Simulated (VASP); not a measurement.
# Mn (P6/mmm) in VASP: further runs

Runs on Mn. Level: PBE. Tasks: single point, relaxation of cell and atoms.

All numbers are computed with VASP 6.6.1; they aren't measurements. Logs are shortened: lines on timing, memory, paths and dates and some standing lists are left out, and cuts for length are marked.

## Step 1: The cell of the first run

It takes space group P6/mmm (No. 191, hexagonal). The conventional cell has a = 2.283 Å, b = 2.283 Å, c = 1.981 Å, α = 90.00°, β = 90.00°, γ = 120.00°. Within 2.6 Å of Mn (site symmetry 6/mmm) lie 8 Mn at 1.98 to 2.28 Å.

## Step 2: Single point, PBE, collinear spin, ferromagnetic start

Contents of INCAR:

```
SYSTEM = Mn
ALGO = Normal ; EDIFF = 1E-6
ENCUT = 520 ; GGA = PE
ISIF = 2 ; ISMEAR = -1
ISPIN = 2 ; LASPH = .TRUE.
LCHARG = .TRUE. ; LELF = .TRUE.
LMAXMIX = 4 ; LORBIT = 11
LREAL = .FALSE. ; LVHAR = .TRUE.
LWAVE = .FALSE. ; MAGMOM = 3
NBANDS = 16 ; NELM = 150
PREC = Accurate ; SIGMA = 0.08
```

Contents of KPOINTS:

```
k-points
0
G
  19 19 18
  0 0 0
```

Contents of POSCAR:

```
Mn
1.0
    2.2832697240      0.0000000000      0.0000000000
   -1.1416348620      1.9773695847      0.0000000000
    0.0000000000      0.0000000000      1.9813339996
Mn
1
Direct
    0.0000000000      0.0000000000      0.0000000000
```

Potentials or basis: VASP PAW PBE potentials, release 64 (Mn_pv).

Launch:

```
$ cat potpaw_PBE.64/Mn_pv/POTCAR > POTCAR
$ mpirun -np 1 vasp_std > vasp.out
```

OUTCAR:

```text
SYSTEM = Mn
   EDIFF = 1E-6
   ENCUT = 520
   GGA = PE
   ISIF = 2
   ISMEAR = -1
   ISPIN = 2
   LASPH = .TRUE.
   LORBIT = 11
   LREAL = .FALSE.
   NELM = 150
   PREC = Accurate

 ion  position               nearest neighbor table
   1  0.000  0.000  0.000-

  LATTYP: Found a hexagonal cell.
 ALAT       =     2.2832697240
 C/A-ratio  =     0.8677616923

  Lattice vectors:

 A1 = (   2.2832697240,   0.0000000000,   0.0000000000)
 A2 = (  -1.1416348620,   1.9773695847,   0.0000000000)
 A3 = (   0.0000000000,   0.0000000000,   1.9813339996)

Analysis of symmetry for initial positions (statically):
=====================================================================
 Subroutine PRICEL returns:
 Original cell was already a primitive cell.

 Routine SETGRP: Setting up the symmetry group for a
 hexagonal supercell.

 Subroutine GETGRP returns: Found 24 space group operations
 (whereof 24 operations were pure point group operations)
 out of a pool of 24 trial point group operations.

The static configuration has the point symmetry D_6h.

Analysis of symmetry for dynamics (positions and initial velocities):
=====================================================================
 Subroutine PRICEL returns:
 Original cell was already a primitive cell.

 Routine SETGRP: Setting up the symmetry group for a
 hexagonal supercell.

 Subroutine GETGRP returns: Found 24 space group operations
 (whereof 24 operations were pure point group operations)
 out of a pool of 24 trial point group operations.

The dynamic configuration has the point symmetry D_6h.

Analysis of structural, dynamic, and magnetic symmetry:
=====================================================================
 Subroutine PRICEL returns:
 Original cell was already a primitive cell.

 Routine SETGRP: Setting up the symmetry group for a
 hexagonal supercell.

 Subroutine GETGRP returns: Found 24 space group operations
 (whereof 24 operations were pure point group operations)
 out of a pool of 24 trial point group operations.

The overall configuration has the point symmetry D_6h.

 Subroutine INISYM returns: Found 24 space group operations
 (whereof 24 operations are pure point group operations),
 and found     1 'primitive' translations

----------------------------------------------------------------------------------------

                                     Primitive cell

  volume of cell :       8.9455

  direct lattice vectors                    reciprocal lattice vectors
     2.283269724  0.000000000  0.000000000     0.437968405  0.252861177  0.000000000
    -1.141634862  1.977369585  0.000000000     0.000000000  0.505722353  0.000000000
     0.000000000  0.000000000  1.981334000     0.000000000  0.000000000  0.504710463

  length of vectors
     2.283269724  2.283269724  1.981334000     0.505722353  0.505722353  0.504710463

  position of ions in fractional coordinates (direct lattice)
     0.000000000  0.000000000  0.000000000

  ion indices of the primitive-cell ions
   primitive index   ion index
                 1           1

----------------------------------------------------------------------------------------

 KPOINTS: k-points

Automatic generation of k-mesh.
 Grid dimensions read from file:
 generate k-points for:   19   19   18

 Generating k-lattice:

  Cartesian coordinates                     Fractional coordinates (reciprocal lattice)
     0.023050969  0.013308483  0.000000000     0.052631579  0.000000000  0.000000000
     0.000000000  0.026616966  0.000000000     0.000000000  0.052631579  0.000000000
     0.000000000  0.000000000  0.028039470     0.000000000  0.000000000  0.055555556

  Length of vectors
     0.026616966  0.026616966  0.028039470

  Shift w.r.t. Gamma in fractional coordinates (k-lattice)
     0.000000000  0.000000000  0.000000000

 Subroutine IBZKPT returns following result:
 ===========================================

 Found    400 irreducible k-points:

 Following reciprocal coordinates:
            Coordinates               Weight
  0.000000  0.000000  0.000000      1.000000
  0.052632 -0.000000  0.000000      6.000000
  0.105263 -0.000000  0.000000      6.000000
  0.157895  0.000000  0.000000      6.000000
  0.210526  0.000000  0.000000      6.000000
  0.263158 -0.000000  0.000000      6.000000
[... 16 lines left out ...]
  0.263158  0.105263  0.000000     12.000000
  0.315789  0.105263  0.000000     12.000000
 [... further k-points ...]
   k-points           NKPTS =    400   k-points in BZ     NKDIM =    400   number of bands    NBANDS=     16
   number of dos      NEDOS =    301   number of ions     NIONS =      1
   total plane-waves  NPLWV =   5184
   dimension x,y,z NGX =    18 NGY =   18 NGZ =   16
   dimension x,y,z NGXF=    36 NGYF=   36 NGZF=   32
   ions per type =               1
   NGX,Y,Z   is equivalent  to a cutoff of  13.11, 13.11, 13.42 a.u.
   NGXF,Y,Z  is equivalent  to a cutoff of  26.21, 26.21, 26.85 a.u.
 SYSTEM =  Mn
   PREC   = accura    normal or accurate (medium, high low for compatibility)
   ISTART =      0    job   : 0-new  1-cont  2-samecut
   ICHARG =      2    charge: 1-file 2-atom 10-const
   ISPIN  =      2    spin polarized calculation?
   LNONCOLLINEAR =      F non collinear calculations
   LSORBIT =      F    spin-orbit coupling
   LASPH  =      T    aspherical Exc in radial PAW
   ENCUT  =  520.0 eV  38.22 Ry    6.18 a.u.   4.25  4.25  3.68*2*pi/ulx,y,z
   NELM   =    150;   NELMIN=  2; NELMDL= -5     # of ELM steps
   EDIFF  = 0.1E-05   stopping-criterion for ELM
   LREAL  =      F    real-space projection
   EDIFFG = 0.1E-04   stopping-criterion for IOM
   NSW    =      0    number of steps for IOM
   IBRION =     -1    ionic relax: 0-MD 1-quasi-New 2-CG
   NFREE  =      0    steps in history (QN), initial steepest desc. (CG)
   ISIF   =      2    stress and relaxation
   ISYM   =      2    0-nonsym 1-usesym 2-fastsym
   POTIM  = 0.5000    time-step for ionic-motion
   TEBEG  =    0.0;   TEEND  =   0.0 temperature during run
   PSTRESS=    0.0 pullay stress
   NELECT =      13.0000    total number of electrons
   NUPDOWN=      -1.0000    fix difference up-down
   EMIN   =  10.00;   EMAX   =-10.00  energy-range for DOS
   EFERMI =   0.00;   METHOD = LEGACY
   ISMEAR =    -1;   SIGMA  =   0.08  broadening in eV -4-tet -1-fermi 0-gaus
   EFERMI_NEDOS =   21; number of points for ismear=-14 and -15
   IALGO  =     38    algorithm
   IMIX   =      4    mixing-type and parameters
     AMIX     =   0.40;   BMIX     =  1.00
     AMIX_MAG =   1.60;   BMIX_MAG =  1.00
  volume/ion in A,a.u.               =       8.95        60.37
  Fermi-wavevector in a.u.,A,eV,Ry     =   1.854336  3.504186 46.784462  3.438561
  Thomas-Fermi vector in A             =   2.903675
   LORBIT       =     11    0 simple, 1 ext, 2 COOP (PROOUT), +10 PAW based schemes
   GGA     = PE    functional components
   LHFCALC =     F    Hartree Fock is set to
   AEXX    =    0.0000 exact exchange contribution
   IVDW    =     0    specifies the selected vdW correction
   LEPSILON=     F    determine dielectric tensor
   LRPA    =     F    only Hartree local field effects (RPA)
 spin polarized calculation
  energy-cutoff  :      520.00
  volume of cell :        8.95
 maximum number of plane-waves:       260
 NGX is ok and might be reduce to    18
   NGX =  9   NGY =  9   NGZ =  7

 number of electron      13.0000011 magnetization      -0.0365417

 number of electron      13.0000011 magnetization       0.0001517

 Free energy of the ion-electron system (eV)
  ---------------------------------------------------
  ext. energy  EPLUGINS =         0.00000000
  ---------------------------------------------------
  free energy    TOTEN  =        -7.78294109 eV

  energy without entropy =       -7.75721072  energy(sigma->0) =       -7.77007590

 E-fermi :  13.8017     XC(G=0): -15.0691

 val. band max:       13.8016662742   @ k =   0.2105   0.0526   0.2222
 cond. band min:      13.8018241569   @ k =   0.2105   0.0526   0.2222
 fundamental gap:      0.0001578827
 Fermi energy:        13.8016691437

 spin component 1

 k-point     1 :       0.0000    0.0000    0.0000
  band No.  band energies     occupation
      1     -33.9771      1.00000
      2     -33.9771      1.00000
      3     -33.5076      1.00000
      4       4.4103      1.00000
      5       8.4006      1.00000
      6      11.9750      1.00000
[... 8 lines left out ...]
     15      46.4691      0.00000
     16      46.4691      0.00000

 k-point     2 :       0.0526   -0.0000    0.0000
  band No.  band energies     occupation
      1     -34.0146      1.00000
      2     -33.9853      1.00000
      3     -33.5043      1.00000
      4       4.5416      1.00000
      5       8.4364      1.00000
      6      11.8793      1.00000
[... 8 lines left out ...]
     15      47.6548      0.00000
     16      47.7301      0.00000

 k-point     3 :       0.1053   -0.0000    0.0000
  band No.  band energies     occupation
      1     -34.1226      1.00000
      2     -34.0089      1.00000
      3     -33.4946      1.00000
      4       4.9242      1.00000
      5       8.5399      1.00000
      6      11.6184      1.00000
[... 8 lines left out ...]
     15      47.9990      0.00000
     16      49.5280      0.00000
[... 362 lines left out ...]
 k-point    23 :       0.2632    0.1053    0.0000
  band No.  band energies     occupation
      1     -34.9178      1.00000
      2     -34.2549      1.00000
      3     -33.4155      1.00000
      4       7.9643      1.00000
      5       9.1793      1.00000
      6      10.7142      1.00000
[... 8 lines left out ...]
     15      47.2648      0.00000
     16      53.3691      0.00000

 k-point    24 :       0.3158    0.1053    0.0000
  band No.  band energies     occupation
      1     -35.0732      1.00000
      2     -34.3064      1.00000
      3     -33.3993      1.00000
      4       8.2003      1.00000
      5       9.2252      1.00000
      6      11.3621      1.00000
[... 8 lines left out ...]
     15      48.8577      0.00000
     16      53.9934      0.00000

 [... further k-points ...]

 spin component 2

 k-point     1 :       0.0000    0.0000    0.0000
  band No.  band energies     occupation
      1     -33.9768      1.00000
      2     -33.9768      1.00000
      3     -33.5072      1.00000
      4       4.4102      1.00000
      5       8.4007      1.00000
      6      11.9751      1.00000
[... 8 lines left out ...]
     15      46.4692      0.00000
     16      46.4692      0.00000

 k-point     2 :       0.0526   -0.0000    0.0000
  band No.  band energies     occupation
      1     -34.0143      1.00000
      2     -33.9850      1.00000
      3     -33.5038      1.00000
      4       4.5416      1.00000
      5       8.4365      1.00000
      6      11.8794      1.00000
[... 8 lines left out ...]
     15      47.6548      0.00000
     16      47.7301      0.00000

 k-point     3 :       0.1053   -0.0000    0.0000
  band No.  band energies     occupation
      1     -34.1223      1.00000
      2     -34.0086      1.00000
      3     -33.4942      1.00000
      4       4.9242      1.00000
      5       8.5400      1.00000
      6      11.6185      1.00000
[... 8 lines left out ...]
     15      47.9991      0.00000
     16      49.5279      0.00000
[... 362 lines left out ...]
 k-point    23 :       0.2632    0.1053    0.0000
  band No.  band energies     occupation
      1     -34.9174      1.00000
      2     -34.2546      1.00000
      3     -33.4151      1.00000
      4       7.9643      1.00000
      5       9.1794      1.00000
      6      10.7143      1.00000
[... 8 lines left out ...]
     15      47.2648      0.00000
     16      53.3690      0.00000

 k-point    24 :       0.3158    0.1053    0.0000
  band No.  band energies     occupation
      1     -35.0729      1.00000
      2     -34.3060      1.00000
      3     -33.3988      1.00000
      4       8.2003      1.00000
      5       9.2253      1.00000
      6      11.3622      1.00000
[... 8 lines left out ...]
     15      48.8578      0.00000
     16      53.9933      0.00000

 [... further k-points ...]

------------------------ aborting loop because EDIFF is reached ----------------------------------------

  FORCE on cell =-STRESS in cart. coord.  units (eV):
  Direction    XX          YY          ZZ          XY          YZ          ZX
  --------------------------------------------------------------------------------------
  -------------------------------------------------------------------------------------
  Total        5.3430001      5.3430001      5.7425999      0.0000000      0.0000000      0.0000000
  in kB      956.9582850    956.9582850   1028.5286175      0.0000000      0.0000000      0.0000000
  external PRESSURE =     980.8150625 kB  Pullay stress =       0.0000000 kB

 VOLUME and BASIS-vectors are now :
 -----------------------------------------------------------------------------
  energy-cutoff  :      520.00
  volume of cell :        8.95
      direct lattice vectors                 reciprocal lattice vectors
     2.283269724  0.000000000  0.000000000     0.437968405  0.252861177  0.000000000
    -1.141634862  1.977369585  0.000000000     0.000000000  0.505722353  0.000000000
     0.000000000  0.000000000  1.981334000     0.000000000  0.000000000  0.504710463

 POSITION                                       TOTAL-FORCE (eV/Angst)
 -----------------------------------------------------------------------------------
      0.00000      0.00000      0.00000        -0.000000      0.000000      0.000000
 -----------------------------------------------------------------------------------
    total drift:                                0.000000      0.000000      0.000000

  FREE ENERGIE OF THE ION-ELECTRON SYSTEM (eV)
  ---------------------------------------------------
  free  energy   TOTEN  =        -7.7829410869 eV

  energy  without entropy=       -7.7572107227  energy(sigma->0) =       -7.77007590

 total charge

# of ion       s       p       d       tot
------------------------------------------
    1        0.502   6.490   5.579  12.571

 magnetization (x)

# of ion       s       p       d       tot
------------------------------------------
    1       -0.000  -0.000   0.000   0.000
```

Run time: 40 s. Hardware: 1 thread of Intel Xeon 6975P-C (Granite Rapids), shared host; peak memory 0.19 GiB.

What came out:

| Property | Result |
| --- | --- |
| Free energy | -7.7829 eV |
| Pressure | 98.1 GPa |
| Net moment | 0.00 μB per cell |
| Valence electrons inside the program's atomic spheres | Mn 12.57 |

Stress tensor (GPa, compression positive):
```
 95.70   0.00   0.00
  0.00  95.70   0.00
  0.00   0.00 102.85
```

Caveat: the starting moments collapsed, and a magnetic state may lie lower.

## Step 3: Single point, PBE, collinear spin, ferromagnetic start

Contents of INCAR:

```
SYSTEM = Mn
PREC = Accurate ; ENCUT = 520
EDIFF = 1E-6 ; ISMEAR = -1
SIGMA = 0.08 ; LREAL = .FALSE.
LASPH = .TRUE. ; NELM = 150
ALGO = Normal ; ISIF = 2
LWAVE = .FALSE. ; LCHARG = .FALSE.
ISPIN = 2 ; MAGMOM = 3
LORBIT = 11 ; LMAXMIX = 4
GGA = PE ; NBANDS = 16
```

Contents of KPOINTS:

```
Automatic mesh
0
G
  19 19 18
  0 0 0
```

Contents of POSCAR:

```
Mn
1.0
    2.2833732678      0.0000000000      0.0000000000
   -1.1416866339      1.9774592562      0.0000000000
    0.0000000000      0.0000000000      1.9812463683
Mn
1
Direct
    0.0000000000      0.0000000000      0.0000000000
```

Potentials or basis: VASP PAW PBE potentials, release 64 (Mn_pv).

Launch:

```
$ cat potpaw_PBE.64/Mn_pv/POTCAR > POTCAR
$ mpirun -np 1 vasp_std > vasp.out
```

OUTCAR:

```text
SYSTEM = Mn
   PREC = Accurate
   ENCUT = 520
   EDIFF = 1E-6
   ISMEAR = -1
   LREAL = .FALSE.
   LASPH = .TRUE.
   NELM = 150
   ISIF = 2
   ISPIN = 2
   LORBIT = 11
   GGA = PE

 ion  position               nearest neighbor table
   1  0.000  0.000  0.000-

  LATTYP: Found a hexagonal cell.
 ALAT       =     2.2833732678
 C/A-ratio  =     0.8676839640

  Lattice vectors:

[... 1123 lines left out ...]
  --------------------------------------------------------------------------------------
  -------------------------------------------------------------------------------------
  Total        5.3399358      5.3399358      5.7454586      0.0000000     -0.0000000      0.0000000
  in kB      956.3650052    956.3650052   1028.9928065      0.0000000     -0.0000000      0.0000000
  external PRESSURE =     980.5742723 kB  Pullay stress =       0.0000000 kB

 VOLUME and BASIS-vectors are now :
 -----------------------------------------------------------------------------
  energy-cutoff  :      520.00
  volume of cell :        8.95
      direct lattice vectors                 reciprocal lattice vectors
     2.283373268  0.000000000  0.000000000     0.437948545  0.252849710  0.000000000
    -1.141686634  1.977459256  0.000000000     0.000000000  0.505699421  0.000000000
     0.000000000  0.000000000  1.981246368     0.000000000  0.000000000  0.504732786

 POSITION                                       TOTAL-FORCE (eV/Angst)
 -----------------------------------------------------------------------------------
      0.00000      0.00000      0.00000         0.000000      0.000000      0.000000
 -----------------------------------------------------------------------------------
    total drift:                                0.000000      0.000000      0.000000

  FREE ENERGIE OF THE ION-ELECTRON SYSTEM (eV)
  ---------------------------------------------------
  free  energy   TOTEN  =        -7.7831721838 eV

  energy  without entropy=       -7.7574422698  energy(sigma->0) =       -7.77030723

 total charge

# of ion       s       p       d       tot
------------------------------------------
    1        0.502   6.490   5.579  12.571

 magnetization (x)

# of ion       s       p       d       tot
------------------------------------------
    1       -0.000  -0.000   0.000   0.000
```

OSZICAR:

```text
N       E                     dE             d eps       ncg     rms          rms(c)
DAV:   1     0.783889683915E+02    0.78389E+02   -0.68671E+03 26632   0.115E+03
DAV:   2    -0.597020451291E+01   -0.84359E+02   -0.79542E+02 28368   0.269E+02
DAV:   3    -0.754447673329E+01   -0.15743E+01   -0.15711E+01 29408   0.392E+01
DAV:   4    -0.754803213726E+01   -0.35554E-02   -0.35553E-02 29720   0.184E+00
DAV:   5    -0.754804597036E+01   -0.13833E-04   -0.13832E-04 29080   0.101E-01    0.201E+01
DAV:   6    -0.770662089386E+01   -0.15857E+00   -0.91174E-01 28880   0.187E+01    0.439E+00
DAV:   7    -0.776483066559E+01   -0.58210E-01   -0.77011E-02 28160   0.275E+00    0.227E+00
DAV:   8    -0.778333542130E+01   -0.18505E-01   -0.62511E-03 28448   0.115E+00    0.104E+00
DAV:   9    -0.778260429456E+01    0.73113E-03   -0.18413E-03 31568   0.635E-01    0.288E-01
DAV:  10    -0.778301165968E+01   -0.40737E-03   -0.22058E-04 27488   0.183E-01    0.125E-01
DAV:  11    -0.778316896542E+01   -0.15731E-03   -0.37672E-05 29800   0.108E-01    0.379E-02
DAV:  12    -0.778317306427E+01   -0.40989E-05   -0.76704E-06 27160   0.254E-02    0.823E-03
DAV:  13    -0.778317218382E+01    0.88045E-06   -0.28928E-07 15400   0.661E-03
   1 F= -.77831722E+01 E0= -.77703072E+01  d E =-.257299E-01  mag=    -0.0001
```

stdout:

```text
POSCAR found type information on POSCAR Mn
 POSCAR found :  1 types and       1 ions
 scaLAPACK will be used
 LDA part: xc-table for (Slater+PW92), standard interpolation
 POSCAR, INCAR and KPOINTS ok, starting setup
 FFT: planning ... GRIDC
 FFT: planning ... GRID_SOFT
 FFT: planning ... GRID
 WAVECAR not read
 entering main loop
```

It took 40 s on 1 thread of Intel Xeon 6975P-C (Granite Rapids), shared host; peak memory 0.19 GiB.

Results:

```yaml
Free_energy: -7.7832 eV
Pressure: 98.1 GPa
Net_moment: 0.00 μB per cell
Valence_electrons_inside_the_program's_atomic_spheres: Mn 12.57
```

Caveat: the starting moments collapsed, and a magnetic state may lie lower.

(Part 1 of 2 ends here.)
